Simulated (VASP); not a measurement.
# Ru (P6_3/mmc) in VASP: a series of runs, part 2 of 2

VASP 6.6.1.

### Step 4. Electric field gradients, PBE (volume scaled by 0.98)

The input, INCAR:

```
SYSTEM = Ru
ALGO = Normal
EDIFF = 1E-8
ENCUT = 520
GGA = PE
ISIF = 2
ISMEAR = -1
LASPH = .True.
LCHARG = .False.
LEFG = .True.
LREAL = .False.
LWAVE = .False.
NBANDS = 21
NELM = 80
PREC = Accurate
SIGMA = 0.03
```

The input, KPOINTS:

```
k-points
0
Gamma
  14 14 8
  0 0 0
```

The input, POSCAR:

```
Ru
1.0
    2.6876390600      0.0000000000      0.0000000000
   -1.3438195300      2.3275637022      0.0000000000
    0.0000000000      0.0000000000      4.2531615502
Ru
2
Direct
    0.3333333333      0.6666666667      0.2500000000
    0.6666666667      0.3333333333      0.7500000000
```

Potentials or basis: VASP PAW PBE potentials, release 64 (Ru_pv).

Run with:

```bash
cat potpaw_PBE.64/Ru_pv/POTCAR > POTCAR
mpirun -np 1 vasp_std > vasp.out
```

OUTCAR:

```text
SYSTEM = Ru
   EDIFF = 1E-8
   ENCUT = 520
   GGA = PE
   ISIF = 2
   ISMEAR = -1
   LASPH = .True.
   LREAL = .False.
   NELM = 80
   PREC = Accurate

 ion  position               nearest neighbor table
   1  0.333  0.667  0.250-   2 2.63   2 2.63   2 2.63   2 2.63   2 2.63   2 2.63
   2  0.667  0.333  0.750-   1 2.63   1 2.63   1 2.63   1 2.63   1 2.63   1 2.63

  LATTYP: Found a hexagonal cell.
 ALAT       =     2.6876390600
 C/A-ratio  =     1.5824898564

  Lattice vectors:

 A1 = (   2.6876390600,   0.0000000000,   0.0000000000)
 A2 = (  -1.3438195300,   2.3275637022,   0.0000000000)
 A3 = (   0.0000000000,   0.0000000000,   4.2531615502)

Analysis of symmetry for initial positions (statically):
=====================================================================
 Subroutine PRICEL returns:
 Original cell was already a primitive cell.

 Routine SETGRP: Setting up the symmetry group for a
 hexagonal supercell.

 Subroutine GETGRP returns: Found 24 space group operations
 (whereof 12 operations were pure point group operations)
 out of a pool of 24 trial point group operations.

The static configuration has the point symmetry D_3d.
 The point group associated with its full space group is D_6h.

Analysis of symmetry for dynamics (positions and initial velocities):
=====================================================================
 Subroutine PRICEL returns:
 Original cell was already a primitive cell.

 Routine SETGRP: Setting up the symmetry group for a
 hexagonal supercell.

 Subroutine GETGRP returns: Found 24 space group operations
 (whereof 12 operations were pure point group operations)
[... 157 lines left out ...]

 k-point     1 :       0.0000    0.0000    0.0000
  band No.  band energies     occupation
      1     -30.5181      2.00000
      2     -29.5141      2.00000
      3     -29.5141      2.00000
      4     -29.3329      2.00000
      5     -29.3329      2.00000
      6     -29.2959      2.00000
[... 565 lines left out ...]
     20      23.6088      0.00000
     21      23.6090      0.00000

 [... further k-points ...]

------------------------ aborting loop because EDIFF is reached ----------------------------------------

  FORCE on cell =-STRESS in cart. coord.  units (eV):
  Direction    XX          YY          ZZ          XY          YZ          ZX
  --------------------------------------------------------------------------------------
  -------------------------------------------------------------------------------------
  Total        1.9943119      1.9943119      1.7807337     -0.0000000      0.0000000     -0.0000000
  in kB      120.0934356    120.0934356    107.2321883     -0.0000000      0.0000000     -0.0000000
  external PRESSURE =     115.8063532 kB  Pullay stress =       0.0000000 kB

 VOLUME and BASIS-vectors are now :
 -----------------------------------------------------------------------------
  energy-cutoff  :      520.00
  volume of cell :       26.61
      direct lattice vectors                 reciprocal lattice vectors
     2.687639060  0.000000000  0.000000000     0.372073771  0.214816892  0.000000000
    -1.343819530  2.327563702  0.000000000     0.000000000  0.429633784  0.000000000
     0.000000000  0.000000000  4.253161550     0.000000000  0.000000000  0.235119214

 POSITION                                       TOTAL-FORCE (eV/Angst)
 -----------------------------------------------------------------------------------
     -0.00000      1.55171      1.06329         0.000000     -0.000000      0.000000
      1.34382      0.77585      3.18987        -0.000000      0.000000      0.000000
 -----------------------------------------------------------------------------------
    total drift:                               -0.000000      0.000000     -0.000000

  FREE ENERGIE OF THE ION-ELECTRON SYSTEM (eV)
  ---------------------------------------------------
  free  energy   TOTEN  =       -18.4327540593 eV

  energy  without entropy=      -18.4262706494  energy(sigma->0) =      -18.42951235

 Electric field gradients (V/A^2)
---------------------------------------------------------------------
 ion       V_xx      V_yy      V_zz      V_xy      V_xz      V_yz
---------------------------------------------------------------------
   1       6.743     6.745   -13.488     0.001     0.000    -0.000
   2       6.743     6.745   -13.488     0.001    -0.000     0.000
---------------------------------------------------------------------

 Electric field gradients after diagonalization (V/A^2)
 (convention: |V_zz| > |V_xx| > |V_yy|)
----------------------------------------------------------------------
 ion       V_xx      V_yy      V_zz     asymmetry (V_yy - V_xx)/ V_zz
----------------------------------------------------------------------
   1       6.745     6.743   -13.488       0.000
   2       6.745     6.743   -13.488       0.000
----------------------------------------------------------------------

           NMR quadrupolar parameters

 Cq : quadrupolar parameter    Cq=e*Q*V_zz/h
 eta: asymmetry parameters     (V_yy - V_xx)/ V_zz
 Q  : nuclear electric quadrupole moment in mb (millibarn)
----------------------------------------------------------------------
 ion       Cq(MHz)       eta       Q (mb)
----------------------------------------------------------------------
   1      -0.033       0.000       1.000
   2      -0.033       0.000       1.000
----------------------------------------------------------------------
```

stdout:

```text
POSCAR found type information on POSCAR Ru
 POSCAR found :  1 types and       2 ions
 scaLAPACK will be used
 LDA part: xc-table for (Slater+PW92), standard interpolation
 POSCAR, INCAR and KPOINTS ok, starting setup
 FFT: planning ... GRIDC
 FFT: planning ... GRID_SOFT
 FFT: planning ... GRID
 WAVECAR not read
 entering main loop
ion   1

ion   2
```

It took 32 s on 1 thread of Intel Xeon Platinum 8559C (Emerald Rapids), shared host; peak memory 0.17 GiB.

What came out:

```yaml
Free_energy: -18.4328 eV
Pressure: 11.6 GPa
Band_gap_on_the_k_mesh: zero (band 14 reaches 14.90 eV, above the bottom of band 15 at 11.66 eV)
```

Electric field gradients, principal values (V/Å²):
| atom | least | middle | greatest (by size) |
| --- | --- | --- | --- |
| 1 Ru | 6.743 | 6.745 | -13.488 |
| 2 Ru | 6.743 | 6.745 | -13.488 |

Caveat: without QUAD_EFG the Cq values of the log hold for a quadrupole moment of 1 mb, not for the nuclei.
